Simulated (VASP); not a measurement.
# Cu (Fm-3m) in VASP: vibrations by perturbation theory with LDA

Aim: the vibrations by perturbation theory of Cu with LDA.

Program: VASP 6.6.1. These are calculated values, not measurements. Logs are shortened: lines on timing, memory, paths and dates and some standing lists are left out, and cuts for length are marked.

### Step 1. The cell of the first run

Symmetry: Fm-3m, No. 225, cubic system. The conventional cell has a = 3.615 Å, b = 3.615 Å, c = 3.615 Å, α = 90.00°, β = 90.00°, γ = 90.00°. Cu (site symmetry m-3m) has 12 Cu at 2.56 Å within 3.4 Å.

### Step 2. Vibrations by perturbation theory, LDA

Contents of INCAR:

```
SYSTEM = Cu
ALGO     = Normal         ! electronic algorithm
EDIFF    = 1E-8           ! SCF threshold, eV
ENCUT    = 520            ! plane-wave cutoff, eV
GGA      = CA             ! functional
IBRION   = 8              ! ionic algorithm
ISIF     = 2              ! what is computed and relaxed
ISMEAR   = 0              ! smearing method
LASPH    = .True.         ! aspherical terms in the spheres
LCHARG   = .False.        ! write CHGCAR
LREAL    = .False.        ! projectors in reciprocal space
LWAVE    = .False.        ! write WAVECAR
NELM     = 60             ! most SCF steps
NSW      = 1              ! ionic steps
PREC     = Accurate       ! precision mode
SIGMA    = 0.15           ! smearing width, eV
```

Contents of KPOINTS:

```
k-points
0
Gamma
  18 18 14
  0 0 0
```

Contents of POSCAR:

```
Cu
1.0
    0.0000000000     -1.8075000000     -1.8075000000
    0.0000000000      1.8075000000     -1.8075000000
    3.6150000000      0.0000000000      0.0000000000
Cu
2
Direct
    0.5000000000      0.5000000000      0.5000000000
    0.0000000000      0.0000000000      0.0000000000
```

Potentials or basis: VASP PAW LDA potentials, release 64 (Cu).

Command:

```bash
> cat potpaw_LDA.64/Cu/POTCAR > POTCAR
> mpirun -np 1 vasp_std > vasp.out
```

OUTCAR:

```text
SYSTEM = Cu
   EDIFF = 1E-8
   ENCUT = 520
   GGA = CA
   IBRION = 8
   ISIF = 2
   ISMEAR = 0
   LASPH = .True.
   LREAL = .False.
   NELM = 60
   NSW = 1
   PREC = Accurate

 ion  position               nearest neighbor table
   1  0.500  0.500  0.500-   2 2.56   2 2.56   2 2.56   2 2.56   2 2.56   2 2.56   2 2.56   2 2.56

   2  0.000  0.000  0.000-   1 2.56   1 2.56   1 2.56   1 2.56   1 2.56   1 2.56   1 2.56   1 2.56

  LATTYP: Found a simple tetragonal cell.
 ALAT       =     2.5561910140
 C/A-ratio  =     1.4142135624

  Lattice vectors:

 A1 = (   0.0000000000,  -1.8075000000,  -1.8075000000)
 A2 = (   0.0000000000,   1.8075000000,  -1.8075000000)
 A3 = (   3.6150000000,   0.0000000000,   0.0000000000)

Analysis of symmetry for initial positions (statically):
=====================================================================
 Subroutine PRICEL returns following result:

  LATTYP: Found a face centered cubic cell.
 ALAT       =     3.6150000000

  Lattice vectors:

 A1 = (  -1.8075000000,   0.0000000000,   1.8075000000)
 A2 = (  -1.8075000000,  -1.8075000000,   0.0000000000)
 A3 = (  -0.0000000000,  -1.8075000000,   1.8075000000)

   2 primitive cells build up your supercell.

 Routine SETGRP: Setting up the symmetry group for a
 simple tetragonal supercell.

 Subroutine GETGRP returns: Found 16 space group operations
 (whereof 16 operations were pure point group operations)
 out of a pool of 16 trial point group operations.

The static configuration has the point symmetry D_4h.

Analysis of symmetry for dynamics (positions and initial velocities):
=====================================================================
 Subroutine PRICEL returns following result:

  LATTYP: Found a face centered cubic cell.
 ALAT       =     3.6150000000

  Lattice vectors:

 A1 = (  -1.8075000000,   0.0000000000,   1.8075000000)
 A2 = (  -1.8075000000,  -1.8075000000,   0.0000000000)
 A3 = (  -0.0000000000,  -1.8075000000,   1.8075000000)

   2 primitive cells build up your supercell.

 Routine SETGRP: Setting up the symmetry group for a
 simple tetragonal supercell.

 Subroutine GETGRP returns: Found 16 space group operations
 (whereof 16 operations were pure point group operations)
 out of a pool of 16 trial point group operations.

The dynamic configuration has the point symmetry D_4h.

 Subroutine INISYM returns: Found 16 space group operations
 (whereof 16 operations are pure point group operations),
 and found     2 'primitive' translations

----------------------------------------------------------------------------------------

                                     Primitive cell

  volume of cell :      11.8104

  direct lattice vectors                    reciprocal lattice vectors
    -1.807500000  0.000000000  1.807500000    -0.276625173  0.276625173  0.276625173
    -1.807500000 -1.807500000  0.000000000    -0.276625173 -0.276625173 -0.276625173
    -0.000000000 -1.807500000  1.807500000     0.276625173 -0.276625173  0.276625173

  length of vectors
     2.556191014  2.556191014  2.556191014     0.479128854  0.479128854  0.479128854

  position of ions in fractional coordinates (direct lattice)
     0.000000000  0.000000000  1.000000000

  ion indices of the primitive-cell ions
   primitive index   ion index
                 1           1

----------------------------------------------------------------------------------------

 KPOINTS: k-points

[... 112 lines left out ...]
  ext. energy  EPLUGINS =         0.00000000
  ---------------------------------------------------
  free energy    TOTEN  =        -9.35101678 eV

  energy without entropy =       -9.34431082  energy(sigma->0) =       -9.34766380

 E-fermi :   7.3473     XC(G=0): -13.1024

 val. band max:        7.3450285754   @ k =   0.5000   0.1667   0.1429
 cond. band min:       7.3639414497   @ k =   0.4444   0.3333   0.1429
 fundamental gap:      0.0189128742
 Fermi energy:         7.3473287094

 k-point     1 :       0.0000    0.0000    0.0000
  band No.  band energies     occupation
      1      -2.0105      2.00000
      2       2.4319      2.00000
      3       2.8734      2.00000
      4       4.2643      2.00000
      5       4.2643      2.00000
      6       4.2661      2.00000
      7       5.1024      2.00000
      8       5.1029      2.00000
      9       5.6588      2.00000
     10       5.8107      2.00000
     11       5.8107      2.00000
     12       8.8255      0.00000
     13      14.4442      0.00000
     14      20.3392      0.00000
[... 401 lines left out ...]
      2       3.3586      2.00000
      3       3.4416      2.00000
      4       3.7126      2.00000
      5       3.9566      2.00000
      6       4.3637      2.00000
      7       4.8124      2.00000
      8       4.9315      2.00000
      9       5.0365      2.00000
     10       5.5644      2.00000
     11       5.5791      2.00000
     12      10.8326      0.00000
     13      13.5758      0.00000
     14      15.9413      0.00000
     15      20.8110      0.00000

 [... further k-points ...]

------------------------ aborting loop because EDIFF is reached ----------------------------------------

  FORCE on cell =-STRESS in cart. coord.  units (eV):
  Direction    XX          YY          ZZ          XY          YZ          ZX
  --------------------------------------------------------------------------------------
  -------------------------------------------------------------------------------------
  Total       -1.7621760     -1.7086249     -1.7086249     -0.0000000      0.0000000     -0.0000000
  in kB     -119.5267053   -115.8943873   -115.8943873     -0.0000000      0.0000000     -0.0000000
  external PRESSURE =    -117.1051599 kB  Pullay stress =       0.0000000 kB

 VOLUME and BASIS-vectors are now :
 -----------------------------------------------------------------------------
  energy-cutoff  :      520.00
  volume of cell :       23.62
      direct lattice vectors                 reciprocal lattice vectors
     0.000000000 -1.807500000 -1.807500000     0.000000000 -0.276625173 -0.276625173
     0.000000000  1.807500000 -1.807500000     0.000000000  0.276625173 -0.276625173
     3.615000000  0.000000000  0.000000000     0.276625173  0.000000000  0.000000000

 POSITION                                       TOTAL-FORCE (eV/Angst)
 -----------------------------------------------------------------------------------
      1.80750      0.00000     -1.80750        -0.000000     -0.000000     -0.000000
      0.00000      0.00000      0.00000         0.000000      0.000000      0.000000
 -----------------------------------------------------------------------------------
    total drift:                                0.000000      0.000000     -0.000000

  FREE ENERGIE OF THE ION-ELECTRON SYSTEM (eV)
  ---------------------------------------------------
  free  energy   TOTEN  =        -9.3510167757 eV

  energy  without entropy=       -9.3443108173  energy(sigma->0) =       -9.34766380

[... ionic steps 2 to 3 ...]

--------------------------------------- Ionic step        4  -------------------------------------------

------------------------ aborting loop because EDIFF is reached ----------------------------------------

--------------------------------------- Ionic step        5  -------------------------------------------

 Free energy of the ion-electron system (eV)
  ---------------------------------------------------
  ---------------------------------------------------
  free energy    TOTEN  =        -0.23537247 eV

  energy without entropy =       -0.23537247

------------------------ aborting loop because EDIFF is reached ----------------------------------------

 INTERNAL STRAIN TENSOR  FOR ION    1  DIRECTION 2   (eV/Angst):
 -----------------------------------------------------------------------------
    -0.00289  0.00000  0.00000
     0.00000  0.00005  0.00000
     0.00000  0.00000 -0.00550

 INTERNAL STRAIN TENSOR FOR ION    2 for displacements in x,y,z  (eV/Angst):
          X           Y           Z          XY          YZ          ZX
  --------------------------------------------------------------------------------
  x     0.00000     0.00000     0.00000     0.00000     0.00000     0.00000
  y     0.00000     0.00000     0.00000     0.00000     0.00000     0.00000
  z     0.00000     0.00000     0.00000     0.00000     0.00000     0.00000

 SECOND DERIVATIVES (NOT SYMMETRIZED)
 ------------------------------------
               1X          1Y          1Z          2X          2Y          2Z
  1X    -5.593345    0.000000    0.000000    5.593345   -0.000000   -0.000000
  1Y     0.000000   -2.856146    0.000000    0.000000    2.856146    0.000000
  1Z     0.000000    0.000000   -2.856146    0.000000    0.000000    2.856146
  2X     5.593345   -0.000000   -0.000000   -5.593345    0.000000    0.000000
  2Y     0.000000    2.856146    0.000000    0.000000   -2.856146    0.000000
  2Z     0.000000    0.000000    2.856146    0.000000    0.000000   -2.856146

 Eigenvectors and eigenvalues of the dynamical matrix
 ----------------------------------------------------

   1 f  =    6.559299 THz    41.213290 2PiTHz  218.794656 cm-1    27.127068 meV
             X         Y         Z           dx          dy          dz
      1.807500  0.000000 -1.807500     0.707107   -0.000000    0.000000
      0.000000  0.000000  0.000000    -0.707107   -0.000000    0.000000
[... 11 lines left out ...]
   4 f  =    0.000000 THz     0.000000 2PiTHz    0.000001 cm-1     0.000000 meV
             X         Y         Z           dx          dy          dz
      1.807500  0.000000 -1.807500    -0.105406   -0.285381    0.638316
      0.000000  0.000000  0.000000    -0.105406   -0.285381    0.638316

   5 f/i=    0.000000 THz     0.000000 2PiTHz    0.000002 cm-1     0.000000 meV
             X         Y         Z           dx          dy          dz
      1.807500  0.000000 -1.807500    -0.408815   -0.498538   -0.290397
      0.000000  0.000000  0.000000    -0.408815   -0.498538   -0.290397

   6 f/i=    0.000000 THz     0.000001 2PiTHz    0.000003 cm-1     0.000000 meV
             X         Y         Z           dx          dy          dz
      1.807500  0.000000 -1.807500    -0.567239    0.412332    0.090678
      0.000000  0.000000  0.000000    -0.567239    0.412332    0.090678

--------------------------------------------------------------------------------------------------------

 ELASTIC MODULI CONTR FROM IONIC RELAXATION (kBar)
 Direction    XX          YY          ZZ          XY          YZ          ZX
 --------------------------------------------------------------------------------
 XX           0.0000      0.0000      0.0000      0.0000      0.0000      0.0000
 YY           0.0000      0.0000      0.0000      0.0000      0.0000      0.0000
 ZZ           0.0000      0.0000      0.0000      0.0000      0.0000      0.0000
 XY           0.0000      0.0000      0.0000      0.0000      0.0000      0.0000
 YZ           0.0000      0.0000      0.0000      0.0000      0.0000      0.0000
 ZX           0.0000      0.0000      0.0000      0.0000      0.0000      0.0000
 --------------------------------------------------------------------------------
```

It took 16 min on 1 thread of Intel Xeon 8259CL, shared host; peak memory 0.57 GiB.

Results:

```
Highest phonon frequency at Γ : 219 cm⁻¹
```

Phonon frequencies in cm⁻¹ (negative: imaginary):
```tsv
q point	frequencies
(0.000, 0.000, 0.000)	0 0 0 156 156 219
```

Caveat: the cell stands under pressure or tension, which shifts response properties.
